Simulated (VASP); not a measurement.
Write the native input for VASP 6.6.1 that does the following.

| Item | Value |
| --- | --- |
| Task | single point |
| Functional | PBEsol |
| Potentials or basis | VASP PAW PBE potentials, release 64 (In_d) |
| Cutoff | 520 eV |
| k mesh | 6 × 6 × 6 |
| Occupations | gaussian, width 0.1 eV |
| Spin | no spin polarisation |
| Dipole correction | no |
| Further INCAR settings | ALGO = Normal; EDIFF = 1e-06; NBANDS = 20 |

The structure of In lies in POSCAR:

```
In
1.0
    0.0000000000      3.2847098290      3.2847098290
    3.2847098290      0.0000000000      3.2847098290
    3.2847098290      3.2847098290      0.0000000000
In
2
Direct
    0.5000000000      0.5000000000      0.5000000000
    0.7500000000      0.7500000000      0.7500000000
```

The input as run:

INCAR

```
PREC = Accurate
ENCUT = 520
EDIFF = 1E-6
ISMEAR = 0
SIGMA = 0.1
LREAL = F
LASPH = T
NELM = 60
ALGO = Normal
ISIF = 2
LWAVE = F
LCHARG = T
GGA = PS
LELF = T
LVHAR = T
NBANDS = 20
```

KPOINTS

```
Automatic mesh
0
Gamma
  6 6 6
```

Potentials or basis: VASP PAW PBE potentials, release 64 (In_d).

Run with:

```sh
$ cat potpaw_PBE.64/In_d/POTCAR > POTCAR
$ mpirun -np 1 vasp_std > vasp.out
```

Results of the run:

| Property | Result |
| --- | --- |
| Pressure | 0.2 GPa |
| Band gap on the k mesh | zero (band 13 reaches 6.44 eV, above the bottom of band 14 at 2.95 eV) |

Caveat: the PAW data sets were made with another functional, which shifts forces and pressure a little; spin-orbit coupling is left out, which moves the levels of the heavy elements.

Run time: 14 s on 1 thread of Intel(R) Xeon(R) Platinum 8559C (Emerald Rapids) (shared host), peak memory 0.19 GiB.
